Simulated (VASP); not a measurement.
# BiS (P6_3/mmc) in VASP: single point with PBE

Aim: the single point of BiS with PBE.

All numbers are computed with VASP 6.6.1; they aren't measurements. Logs are shortened: lines on timing, memory, paths and dates and some standing lists are left out, and cuts for length are marked.

**1. The cell of the first run**

Symmetry: P6_3/mmc, No. 194, hexagonal system. Conventional cell: a = 4.253 Å, b = 4.253 Å, c = 6.938 Å, α = 90.00°, β = 90.00°, γ = 120.00°. Bi (site symmetry -3m) has 6 S at 3.01 Å and 2 Bi at 3.47 Å within 4.0 Å. Within 4.0 Å of S (site symmetry -6m2) lie 6 Bi at 3.01 Å.

**2. Single point, PBE**

The input, POSCAR:

```
BiS
1.0
    4.2531522690      0.0000000000      0.0000000000
   -2.1265761345      3.6833379111      0.0000000000
    0.0000000000      0.0000000000      6.9376951447
Bi S
2 2
Direct
    0.0000000000      0.0000000000      0.0000000000
    0.0000000000      0.0000000000      0.5000000000
    0.3333333333      0.6666666667      0.2500000000
    0.6666666667      0.3333333333      0.7500000000
```

The input, INCAR.step1:

```
SYSTEM = BiS
ALGO     = Normal         ! electronic algorithm
EDIFF    = 1E-6           ! SCF threshold, eV
ENCUT    = 520            ! plane-wave cutoff, eV
GGA      = PE             ! functional
ISIF     = 2              ! what is computed and relaxed
ISMEAR   = 0              ! smearing method
LASPH    = .TRUE.         ! aspherical terms in the spheres
LCHARG   = .TRUE.         ! write CHGCAR
LREAL    = .FALSE.        ! projectors in reciprocal space
LWAVE    = .FALSE.        ! write WAVECAR
NBANDS   = 29             ! bands
NELM     = 100            ! most SCF steps
PREC     = Accurate       ! precision mode
SIGMA    = 0.05           ! smearing width, eV
```

The input, KPOINTS.step1:

```
k-points
0
G
  10 10 6
  0 0 0
```

The input, INCAR.step2:

```
SYSTEM = BiS
ALGO     = Normal         ! electronic algorithm
EDIFF    = 1E-6           ! SCF threshold, eV
ENCUT    = 520            ! plane-wave cutoff, eV
GGA      = PE             ! functional
ICHARG   = 11             ! starting density
ISIF     = 2              ! what is computed and relaxed
ISMEAR   = -5             ! smearing method
LASPH    = .TRUE.         ! aspherical terms in the spheres
LCHARG   = .FALSE.        ! write CHGCAR
LORBIT   = 11             ! projections on sites
LREAL    = .FALSE.        ! projectors in reciprocal space
LWAVE    = .FALSE.        ! write WAVECAR
NBANDS   = 29             ! bands
NEDOS    = 1001           ! points of the DOS
NELM     = 100            ! most SCF steps
PREC     = Accurate       ! precision mode
SIGMA    = 0.05           ! smearing width, eV
```

The input, KPOINTS.step2:

```
k-points
0
G
  15 15 9
  0 0 0
```

Potentials or basis: VASP PAW PBE potentials, release 64 (Bi_d, S).

Command:

```sh
> cat potpaw_PBE.64/Bi_d/POTCAR potpaw_PBE.64/S/POTCAR > POTCAR
> cp INCAR.step1 INCAR
> cp KPOINTS.step1 KPOINTS
> mpirun -np 1 vasp_std > vasp.out
> cp INCAR.step2 INCAR
> cp KPOINTS.step2 KPOINTS
> mpirun -np 1 vasp_std > vasp.out
```

OUTCAR:

```text
SYSTEM = BiS
   EDIFF = 1E-6
   ENCUT = 520
   GGA = PE
   ICHARG = 11
   ISIF = 2
   ISMEAR = -5
   LASPH = .TRUE.
   LORBIT = 11
   LREAL = .FALSE.
   NELM = 100
   PREC = Accurate

 ion  position               nearest neighbor table
   1  0.000  0.000  0.000-   3 3.01   4 3.01   3 3.01   4 3.01   4 3.01   3 3.01   2 3.47   2 3.47

   2  0.000  0.000  0.500-   3 3.01   4 3.01   3 3.01   4 3.01   4 3.01   3 3.01   1 3.47   1 3.47

   3  0.333  0.667  0.250-   1 3.01   2 3.01   1 3.01   2 3.01   1 3.01   2 3.01
   4  0.667  0.333  0.750-   1 3.01   2 3.01   1 3.01   2 3.01   1 3.01   2 3.01

  LATTYP: Found a hexagonal cell.
 ALAT       =     4.2531522690
 C/A-ratio  =     1.6311889878

  Lattice vectors:

 A1 = (   4.2531522690,   0.0000000000,   0.0000000000)
 A2 = (  -2.1265761345,   3.6833379111,   0.0000000000)
 A3 = (   0.0000000000,   0.0000000000,   6.9376951447)

Analysis of symmetry for initial positions (statically):
=====================================================================
 Subroutine PRICEL returns:
 Original cell was already a primitive cell.

 Routine SETGRP: Setting up the symmetry group for a
 hexagonal supercell.

 Subroutine GETGRP returns: Found 24 space group operations
 (whereof 12 operations were pure point group operations)
 out of a pool of 24 trial point group operations.

The static configuration has the point symmetry D_3d.
 The point group associated with its full space group is D_6h.

Analysis of symmetry for dynamics (positions and initial velocities):
=====================================================================
 Subroutine PRICEL returns:
 Original cell was already a primitive cell.

 Routine SETGRP: Setting up the symmetry group for a
 hexagonal supercell.

 Subroutine GETGRP returns: Found 24 space group operations
 (whereof 12 operations were pure point group operations)
 out of a pool of 24 trial point group operations.

The dynamic configuration has the point symmetry D_3d.
 The point group associated with its full space group is D_6h.

 Subroutine INISYM returns: Found 24 space group operations
 (whereof 12 operations are pure point group operations),
 and found     1 'primitive' translations

----------------------------------------------------------------------------------------

                                     Primitive cell

  volume of cell :     108.6845

[... 102 lines left out ...]
   POTIM  = 0.5000    time-step for ionic-motion
   TEBEG  =    0.0;   TEEND  =   0.0 temperature during run
   PSTRESS=    0.0 pullay stress
   NELECT =      42.0000    total number of electrons
   NUPDOWN=      -1.0000    fix difference up-down
   EMIN   =  10.00;   EMAX   =-10.00  energy-range for DOS
   EFERMI =   0.00;   METHOD = LEGACY
   ISMEAR =    -5;   SIGMA  =   0.05  broadening in eV -4-tet -1-fermi 0-gaus
   EFERMI_NEDOS =   21; number of points for ismear=-14 and -15
   IALGO  =     38    algorithm
   IMIX   =      4    mixing-type and parameters
     AMIX     =   0.40;   BMIX     =  1.00
     AMIX_MAG =   1.60;   BMIX_MAG =  1.00
  volume/ion in A,a.u.               =      27.17       183.36
  Fermi-wavevector in a.u.,A,eV,Ry     =   1.192437  2.253379 19.346198  1.421905
  Thomas-Fermi vector in A             =   2.328475
   LORBIT       =     11    0 simple, 1 ext, 2 COOP (PROOUT), +10 PAW based schemes
   GGA     = PE    functional components
   LHFCALC =     F    Hartree Fock is set to
   AEXX    =    0.0000 exact exchange contribution
   IVDW    =     0    specifies the selected vdW correction
   LEPSILON=     F    determine dielectric tensor
   LRPA    =     F    only Hartree local field effects (RPA)
 non-spin polarized calculation
 Fermi weights with tetrahedron method with Bloechl corrections
  energy-cutoff  :      520.00
  volume of cell :      108.68
 maximum number of plane-waves:      2964
 NGX is ok and might be reduce to    32

 number of electron      41.9999987 magnetization

 Free energy of the ion-electron system (eV)
  ---------------------------------------------------
  ext. energy  EPLUGINS =         0.00000000
  ---------------------------------------------------
  free energy    TOTEN  =       -16.16042217 eV

  energy without entropy =      -16.16042217  energy(sigma->0) =      -16.16042217

 E-fermi :   6.7036     XC(G=0):  -9.6793

 val. band max:        6.7881666477   @ k =   0.3333   0.3333   0.2222
 cond. band min:       6.6058227182   @ k =   0.2000   0.2000   0.3333
 fundamental gap:     -0.1823439295
 Fermi energy:         6.7035640340

 k-point     1 :       0.0000    0.0000    0.0000
  band No.  band energies     occupation
      1     -17.1123      2.00000
      2     -17.0531      2.00000
      3     -17.0531      2.00000
      4     -17.0455      2.00000
      5     -17.0455      2.00000
      6     -17.0445      2.00000
[... 757 lines left out ...]
     28      13.1860      0.00000
     29      14.2720      0.00000

 [... further k-points ...]

------------------------ aborting loop because EDIFF is reached ----------------------------------------

  FORCE on cell =-STRESS in cart. coord.  units (eV):
  Direction    XX          YY          ZZ          XY          YZ          ZX
  --------------------------------------------------------------------------------------
  -------------------------------------------------------------------------------------
  Total       -0.1584919     -0.1584919     -0.2461673      0.0000000      0.0000000      0.0000000
  in kB       -2.3364151     -2.3364151     -3.6288846      0.0000000      0.0000000      0.0000000
  external PRESSURE =      -2.7672382 kB  Pullay stress =       0.0000000 kB

 VOLUME and BASIS-vectors are now :
 -----------------------------------------------------------------------------
  energy-cutoff  :      520.00
  volume of cell :      108.68
      direct lattice vectors                 reciprocal lattice vectors
     4.253152269  0.000000000  0.000000000     0.235119727  0.135746438  0.000000000
    -2.126576135  3.683337911  0.000000000     0.000000000  0.271492875  0.000000000
     0.000000000  0.000000000  6.937695145     0.000000000  0.000000000  0.144140090

 POSITION                                       TOTAL-FORCE (eV/Angst)
 -----------------------------------------------------------------------------------
      0.00000      0.00000      0.00000         0.000000      0.000000      0.000000
      0.00000      0.00000      3.46885         0.000000      0.000000      0.000000
     -0.00000      2.45556      1.73442         0.000000     -0.000000     -0.000000
      2.12658      1.22778      5.20327        -0.000000      0.000000      0.000000
 -----------------------------------------------------------------------------------
    total drift:                                0.000000      0.000000      0.000000

  FREE ENERGIE OF THE ION-ELECTRON SYSTEM (eV)
  ---------------------------------------------------
  free  energy   TOTEN  =       -16.1604221732 eV

  energy  without entropy=      -16.1604221732  energy(sigma->0) =      -16.16042217

 total charge

# of ion       s       p       d       tot
------------------------------------------
    1        1.608   1.064   9.938  12.610
    2        1.608   1.064   9.938  12.610
    3        1.401   2.233   0.000   3.634
    4        1.401   2.233   0.000   3.634
--------------------------------------------------
tot          6.019   6.593  19.875  32.487
```

OUTCAR.step1:

```text
SYSTEM = BiS
   EDIFF = 1E-6
   ENCUT = 520
   GGA = PE
   ISIF = 2
   ISMEAR = 0
[... 1002 lines left out ...]
      0.00000      0.00000      0.00000        -0.000000      0.000000     -0.000000
      0.00000      0.00000      3.46885        -0.000000      0.000000     -0.000000
     -0.00000      2.45556      1.73442         0.000000     -0.000000     -0.000000
      2.12658      1.22778      5.20327        -0.000000      0.000000      0.000000
 -----------------------------------------------------------------------------------
    total drift:                                0.000000     -0.000000      0.000000

  FREE ENERGIE OF THE ION-ELECTRON SYSTEM (eV)
  ---------------------------------------------------
  free  energy   TOTEN  =       -16.1614162589 eV

  energy  without entropy=      -16.1586698666  energy(sigma->0) =      -16.16004306
```

OSZICAR.step1:

```text
N       E                     dE             d eps       ncg     rms          rms(c)
DAV:   1     0.431557385324E+03    0.43156E+03   -0.20603E+04  3248   0.157E+03
DAV:   2     0.323754050833E+02   -0.39918E+03   -0.38836E+03  3304   0.428E+02
DAV:   3    -0.147566749905E+02   -0.47132E+02   -0.45920E+02  4123   0.154E+02
DAV:   4    -0.168417886971E+02   -0.20851E+01   -0.20734E+01  3673   0.334E+01
DAV:   5    -0.169348466492E+02   -0.93058E-01   -0.93031E-01  4901   0.716E+00    0.110E+01
DAV:   6    -0.161423488523E+02    0.79250E+00   -0.24331E+00  4277   0.735E+00    0.702E+00
DAV:   7    -0.161623085995E+02   -0.19960E-01   -0.27372E-01  3764   0.214E+00    0.219E+00
DAV:   8    -0.161611141672E+02    0.11944E-02   -0.18223E-02  4050   0.955E-01    0.554E-01
DAV:   9    -0.161612695931E+02   -0.15543E-03   -0.28649E-03  3765   0.306E-01    0.161E-01
DAV:  10    -0.161613798735E+02   -0.11028E-03   -0.37087E-04  4236   0.971E-02    0.467E-02
DAV:  11    -0.161614165301E+02   -0.36657E-04   -0.11209E-04  3665   0.712E-02    0.144E-02
DAV:  12    -0.161614162589E+02    0.27128E-06   -0.95120E-06  3329   0.179E-02
   1 F= -.16161416E+02 E0= -.16160043E+02  d E =-.274639E-02
```

Wall time 2.3 min (1 thread of Intel Xeon 6975P-C (Granite Rapids), shared host); peak memory 0.46 GiB.

Results:

```
Valence electrons inside the program's atomic spheres : Bi 12.61; S 3.63
```

Levels at points of the mesh, in eV from the Fermi level:
| k point | band 19 | band 20 | band 21 | band 22 | band 23 | band 24 |
| --- | --- | --- | --- | --- | --- | --- |
| (0.00, 0.00, 0.00) | -2.93 | -2.31 | -1.77 | 0.95 | 0.95 | 0.96 |

Caveat: spin-orbit coupling is left out, which moves the levels of the heavy elements; tetrahedron occupations give inexact forces and stress in metals.
